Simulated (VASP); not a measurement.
# Mo (Pm-3m) in VASP: a series of runs

Mo is run at these levels: PBEsol; tasks: single point, relaxation of cell and atoms.

All numbers are computed with VASP 6.6.1; they aren't measurements. Logs are shortened: lines on timing, memory, paths and dates and some standing lists are left out, and cuts for length are marked.

### Step 1. The cell of the first run

Symmetry: Pm-3m, No. 221, cubic system. Conventional cell: a = 2.609 Å, b = 2.609 Å, c = 2.609 Å, α = 90.00°, β = 90.00°, γ = 90.00°. Within 3.4 Å of Mo (site symmetry m-3m) lie 6 Mo at 2.61 Å.

### Step 2. Single point, PBEsol (volume scaled by 1.04)

Input file INCAR:

```
PREC     = Accurate       # precision mode
ENCUT    = 520            # plane-wave cutoff, eV
EDIFF    = 1E-6           # SCF threshold, eV
ISMEAR   = -1             # smearing method
SIGMA    = 0.1            # smearing width, eV
LREAL    = F              # projectors in reciprocal space
LASPH    = T              # aspherical terms in the spheres
NELM     = 60             # most SCF steps
ALGO     = Normal         # electronic algorithm
ISIF     = 2              # what is computed and relaxed
LWAVE    = F              # write WAVECAR
LCHARG   = T              # write CHGCAR
GGA      = PS             # functional
LELF     = T              # ELF
LVHAR    = T            
NBANDS   = 13             # bands
```

Input file KPOINTS:

```
Automatic mesh
0
Gamma
  14 14 14
```

Input file POSCAR:

```
Mo
1.0
    2.6085534216      0.0000000000      0.0000000000
    0.0000000000      2.6085534216      0.0000000000
    0.0000000000      0.0000000000      2.6085534216
Mo
1
Direct
    0.0000000000      0.0000000000      0.0000000000
```

Potentials or basis: VASP PAW PBE potentials, release 64 (Mo_sv).

Started as:

```sh
$ cat potpaw_PBE.64/Mo_sv/POTCAR > POTCAR
$ mpirun -np 1 vasp_std > vasp.out
```

OUTCAR:

```text
PREC = Accurate
   ENCUT = 520
   EDIFF = 1E-6
   ISMEAR = -1
   LREAL = F
   LASPH = T
   NELM = 60
   ISIF = 2
   GGA = PS

 ion  position               nearest neighbor table
   1  0.000  0.000  0.000-

  LATTYP: Found a simple cubic cell.
 ALAT       =     2.6085534216

  Lattice vectors:

 A1 = (   2.6085534216,   0.0000000000,   0.0000000000)
 A2 = (   0.0000000000,   2.6085534216,   0.0000000000)
 A3 = (   0.0000000000,   0.0000000000,   2.6085534216)

Analysis of symmetry for initial positions (statically):
=====================================================================
 Subroutine PRICEL returns:
 Original cell was already a primitive cell.

 Routine SETGRP: Setting up the symmetry group for a
 simple cubic supercell.

 Subroutine GETGRP returns: Found 48 space group operations
 (whereof 48 operations were pure point group operations)
 out of a pool of 48 trial point group operations.

The static configuration has the point symmetry O_h .

Analysis of symmetry for dynamics (positions and initial velocities):
=====================================================================
 Subroutine PRICEL returns:
 Original cell was already a primitive cell.

 Routine SETGRP: Setting up the symmetry group for a
 simple cubic supercell.

 Subroutine GETGRP returns: Found 48 space group operations
 (whereof 48 operations were pure point group operations)
 out of a pool of 48 trial point group operations.

The dynamic configuration has the point symmetry O_h .

 Subroutine INISYM returns: Found 48 space group operations
 (whereof 48 operations are pure point group operations),
 and found     1 'primitive' translations

----------------------------------------------------------------------------------------

                                     Primitive cell

  volume of cell :      17.7500

  direct lattice vectors                    reciprocal lattice vectors
     2.608553422  0.000000000  0.000000000     0.383354234  0.000000000  0.000000000
     0.000000000  2.608553422  0.000000000     0.000000000  0.383354234  0.000000000
     0.000000000  0.000000000  2.608553422     0.000000000  0.000000000  0.383354234

  length of vectors
     2.608553422  2.608553422  2.608553422     0.383354234  0.383354234  0.383354234

  position of ions in fractional coordinates (direct lattice)
     0.000000000  0.000000000  0.000000000

  ion indices of the primitive-cell ions
   primitive index   ion index
                 1           1

----------------------------------------------------------------------------------------

 KPOINTS: Automatic mesh

Automatic generation of k-mesh.
 Grid dimensions read from file:
 generate k-points for:   14   14   14

 Generating k-lattice:

  Cartesian coordinates                     Fractional coordinates (reciprocal lattice)
     0.027382445  0.000000000  0.000000000     0.071428571  0.000000000  0.000000000
     0.000000000  0.027382445  0.000000000     0.000000000  0.071428571  0.000000000
     0.000000000  0.000000000  0.027382445     0.000000000  0.000000000  0.071428571

  Length of vectors
     0.027382445  0.027382445  0.027382445

  Shift w.r.t. Gamma in fractional coordinates (k-lattice)
     0.000000000  0.000000000  0.000000000

 Subroutine IBZKPT returns following result:
 ===========================================

 Found    120 irreducible k-points:

 Following reciprocal coordinates:
            Coordinates               Weight
  0.000000  0.000000  0.000000      1.000000
  0.071429  0.000000  0.000000      6.000000
  0.142857  0.000000  0.000000      6.000000
  0.214286  0.000000  0.000000      6.000000
  0.285714  0.000000  0.000000      6.000000
  0.357143  0.000000  0.000000      6.000000
[... 16 lines left out ...]
  0.285714  0.214286  0.000000     24.000000
  0.357143  0.214286  0.000000     24.000000
 [... further k-points ...]
   k-points           NKPTS =    120   k-points in BZ     NKDIM =    120   number of bands    NBANDS=     13
   number of dos      NEDOS =    301   number of ions     NIONS =      1
   total plane-waves  NPLWV =   8000
   dimension x,y,z NGX =    20 NGY =   20 NGZ =   20
   dimension x,y,z NGXF=    40 NGYF=   40 NGZF=   40
   ions per type =               1
   NGX,Y,Z   is equivalent  to a cutoff of  12.75, 12.75, 12.75 a.u.
   NGXF,Y,Z  is equivalent  to a cutoff of  25.49, 25.49, 25.49 a.u.
 SYSTEM =  unknown system
   PREC   = accura    normal or accurate (medium, high low for compatibility)
   ISTART =      0    job   : 0-new  1-cont  2-samecut
   ICHARG =      2    charge: 1-file 2-atom 10-const
   ISPIN  =      1    spin polarized calculation?
   LNONCOLLINEAR =      F non collinear calculations
   LSORBIT =      F    spin-orbit coupling
   LASPH  =      T    aspherical Exc in radial PAW
   ENCUT  =  520.0 eV  38.22 Ry    6.18 a.u.   4.85  4.85  4.85*2*pi/ulx,y,z
   NELM   =     60;   NELMIN=  2; NELMDL= -5     # of ELM steps
   EDIFF  = 0.1E-05   stopping-criterion for ELM
   LREAL  =      F    real-space projection
   EDIFFG = 0.1E-04   stopping-criterion for IOM
   NSW    =      0    number of steps for IOM
   IBRION =     -1    ionic relax: 0-MD 1-quasi-New 2-CG
   NFREE  =      0    steps in history (QN), initial steepest desc. (CG)
   ISIF   =      2    stress and relaxation
   ISYM   =      2    0-nonsym 1-usesym 2-fastsym
   POTIM  = 0.5000    time-step for ionic-motion
   TEBEG  =    0.0;   TEEND  =   0.0 temperature during run
   PSTRESS=    0.0 pullay stress
   NELECT =      14.0000    total number of electrons
   NUPDOWN=      -1.0000    fix difference up-down
   EMIN   =  10.00;   EMAX   =-10.00  energy-range for DOS
   EFERMI =   0.00;   METHOD = LEGACY
   ISMEAR =    -1;   SIGMA  =   0.10  broadening in eV -4-tet -1-fermi 0-gaus
   EFERMI_NEDOS =   21; number of points for ismear=-14 and -15
   IALGO  =     38    algorithm
   IMIX   =      4    mixing-type and parameters
     AMIX     =   0.40;   BMIX     =  1.00
     AMIX_MAG =   1.60;   BMIX_MAG =  1.00
  volume/ion in A,a.u.               =      17.75       119.78
  Fermi-wavevector in a.u.,A,eV,Ry     =   1.512578  2.858358 31.128663  2.287892
  Thomas-Fermi vector in A             =   2.622484
   LORBIT       =      0    0 simple, 1 ext, 2 COOP (PROOUT), +10 PAW based schemes
   GGA     = PS    functional components
   LHFCALC =     F    Hartree Fock is set to
   AEXX    =    0.0000 exact exchange contribution
   IVDW    =     0    specifies the selected vdW correction
   LEPSILON=     F    determine dielectric tensor
   LRPA    =     F    only Hartree local field effects (RPA)
 non-spin polarized calculation
  energy-cutoff  :      520.00
  volume of cell :       17.75
 maximum number of plane-waves:       500
 NGX is ok and might be reduce to    20
   NGX =  9   NGY =  9   NGZ =  9

 number of electron      13.9999997 magnetization

 Free energy of the ion-electron system (eV)
  ---------------------------------------------------
  ext. energy  EPLUGINS =         0.00000000
  ---------------------------------------------------
  free energy    TOTEN  =       -10.57888549 eV

  energy without entropy =      -10.54028064  energy(sigma->0) =      -10.55958306

 E-fermi :  10.4218     XC(G=0): -12.6862

 val. band max:       10.4214317354   @ k =   0.3571   0.3571   0.1429
 cond. band min:      10.4287944763   @ k =   0.3571   0.3571   0.1429
 fundamental gap:      0.0073627409
 Fermi energy:        10.4217639393

 k-point     1 :       0.0000    0.0000    0.0000
  band No.  band energies     occupation
      1     -50.5978      2.00000
      2     -23.9137      2.00000
      3     -23.9137      2.00000
      4     -23.9137      2.00000
      5       3.9212      2.00000
      6       6.3056      2.00000
      7       6.3056      2.00000
      8      14.2024      0.00000
      9      14.2024      0.00000
     10      14.2024      0.00000
     11      25.7527      0.00000
     12      25.7527      0.00000
     13      25.7527      0.00000

 k-point     2 :       0.0714    0.0000    0.0000
  band No.  band energies     occupation
      1     -50.5885      2.00000
      2     -23.9906      2.00000
      3     -23.9072      2.00000
      4     -23.9072      2.00000
      5       4.0759      2.00000
      6       6.3447      2.00000
      7       6.4781      2.00000
      8      13.9880      0.00000
      9      13.9880      0.00000
     10      14.2179      0.00000
     11      24.9635      0.00000
     12      26.0666      0.00000
     13      26.0666      0.00000

 k-point     3 :       0.1429    0.0000    0.0000
  band No.  band energies     occupation
      1     -50.5624      2.00000
      2     -24.2025      2.00000
      3     -23.8889      2.00000
      4     -23.8889      2.00000
      5       4.4904      2.00000
      6       6.4563      2.00000
      7       7.0014      2.00000
      8      13.4367      0.00000
      9      13.4367      0.00000
     10      14.2614      0.00000
     11      23.3393      0.00000
     12      26.9017      0.00000
     13      26.9017      0.00000
[... 305 lines left out ...]
 k-point    23 :       0.2857    0.2143    0.0000
  band No.  band energies     occupation
      1     -50.4095      2.00000
      2     -24.7516      2.00000
      3     -24.3990      2.00000
      4     -23.7829      2.00000
      5       6.4525      2.00000
      6       7.6900      2.00000
      7       9.3165      1.99997
      8      11.4235      0.00009
      9      12.2444      0.00000
     10      13.0785      0.00000
     11      21.5706      0.00000
     12      24.5524      0.00000
     13      28.1497      0.00000

 k-point    24 :       0.3571    0.2143    0.0000
  band No.  band energies     occupation
      1     -50.3712      2.00000
      2     -25.0255      2.00000
      3     -24.3663      2.00000
      4     -23.7565      2.00000
      5       6.8427      2.00000
      6       7.6759      2.00000
      7       9.4690      1.99985
      8      11.7280      0.00000
      9      12.3357      0.00000
     10      13.1617      0.00000
     11      20.3248      0.00000
     12      25.4055      0.00000
     13      27.4848      0.00000

 [... further k-points ...]
[... 5 lines left out ...]
  --------------------------------------------------------------------------------------
  -------------------------------------------------------------------------------------
  Total       -0.8883330     -0.8883330     -0.8883330      0.0000000     -0.0000000      0.0000000
  in kB      -80.1838999    -80.1838999    -80.1838999      0.0000000     -0.0000000      0.0000000
  external PRESSURE =     -80.1838999 kB  Pullay stress =       0.0000000 kB

 VOLUME and BASIS-vectors are now :
 -----------------------------------------------------------------------------
  energy-cutoff  :      520.00
  volume of cell :       17.75
      direct lattice vectors                 reciprocal lattice vectors
     2.608553422  0.000000000  0.000000000     0.383354234  0.000000000  0.000000000
     0.000000000  2.608553422  0.000000000     0.000000000  0.383354234  0.000000000
     0.000000000  0.000000000  2.608553422     0.000000000  0.000000000  0.383354234

 POSITION                                       TOTAL-FORCE (eV/Angst)
 -----------------------------------------------------------------------------------
      0.00000      0.00000      0.00000         0.000000      0.000000      0.000000
 -----------------------------------------------------------------------------------
    total drift:                                0.000000      0.000000      0.000000

  FREE ENERGIE OF THE ION-ELECTRON SYSTEM (eV)
  ---------------------------------------------------
  free  energy   TOTEN  =       -10.5788854912 eV

  energy  without entropy=      -10.5402806384  energy(sigma->0) =      -10.55958306
```

Run time: 7 s. Hardware: 1 thread of Intel Xeon 6975P-C (Granite Rapids), shared host; peak memory 0.14 GiB.

What came out:

```
Free energy            : -10.5789 eV
Pressure               : -8.0 GPa
Band gap on the k mesh : zero (band 7 reaches 11.92 eV, above the bottom of band 8 at 9.66 eV)
```

Levels at points of the mesh, in eV from the Fermi level:
```csv
k point,band 5,band 6,band 7,band 8,band 9,band 10
"(0.00, 0.00, 0.00)",-6.50,-4.12,-4.12,3.78,3.78,3.78
"(0.50, 0.00, 0.00)",-3.50,-3.24,0.06,0.61,0.61,4.10
"(0.50, 0.50, 0.00)",-5.26,-2.25,1.26,1.26,5.67,5.67
"(0.50, 0.50, 0.50)",-3.70,-3.70,-3.70,6.24,6.24,7.72
```

Caveat: the PAW data sets were made with another functional, which shifts forces and pressure a little.

### Step 3. Single point, PBEsol (volume scaled by 1.08)

Input file INCAR:

```
SYSTEM = Mo
PREC     = Accurate       ! precision mode
ENCUT    = 520            ! plane-wave cutoff, eV
EDIFF    = 1E-7           ! SCF threshold, eV
ISMEAR   = -1             ! smearing method
SIGMA    = 0.1            ! smearing width, eV
LREAL    = .FALSE.        ! projectors in reciprocal space
LASPH    = .TRUE.         ! aspherical terms in the spheres
NELM     = 80             ! most SCF steps
ALGO     = Normal         ! electronic algorithm
ISIF     = 2              ! what is computed and relaxed
LWAVE    = .FALSE.        ! write WAVECAR
LCHARG   = .FALSE.        ! write CHGCAR
GGA      = PS             ! functional
NBANDS   = 13             ! bands
```

Input file KPOINTS:

```
regular mesh
0
G
  14 14 14
  0 0 0
```

Input file POSCAR:

```
Mo
1.0
    2.6415765908      0.0000000000      0.0000000000
    0.0000000000      2.6415765908      0.0000000000
    0.0000000000      0.0000000000      2.6415765908
Mo
1
Direct
    0.0000000000      0.0000000000      0.0000000000
```

Potentials or basis: VASP PAW PBE potentials, release 64 (Mo_sv).

Started as:

```sh
$ cat potpaw_PBE.64/Mo_sv/POTCAR > POTCAR
$ mpirun -np 1 vasp_std > vasp.out
```

It took 7.4 s on 1 thread of Intel Xeon 6975P-C (Granite Rapids), shared host; peak memory 0.14 GiB.

Results (log left out):

```yaml
Free_energy: -10.5318 eV
Pressure: -14.0 GPa
Band_gap_on_the_k_mesh: zero (band 7 reaches 11.32 eV, above the bottom of band 8 at 9.15 eV)
```

Levels at points of the mesh, in eV from the Fermi level:
```
           k point  band 4  band 5  band 6  band 7  band 8  band 9  band 10  band 11
(0.00, 0.00, 0.00)  -34.40   -6.37   -3.92   -3.92    3.59    3.59     3.59    15.02
(0.50, 0.00, 0.00)  -34.28   -3.42   -3.08    0.04    0.60    0.60     3.89     8.58
(0.50, 0.50, 0.00)  -34.17   -4.98   -2.18    1.21    1.21    5.47     5.47     5.71
(0.50, 0.50, 0.50)  -35.34   -3.49   -3.49   -3.49    5.91    5.91     7.80    12.06
```

Caveat: the PAW data sets were made with another functional, which shifts forces and pressure a little.

(Continued in part 2 of 2.)
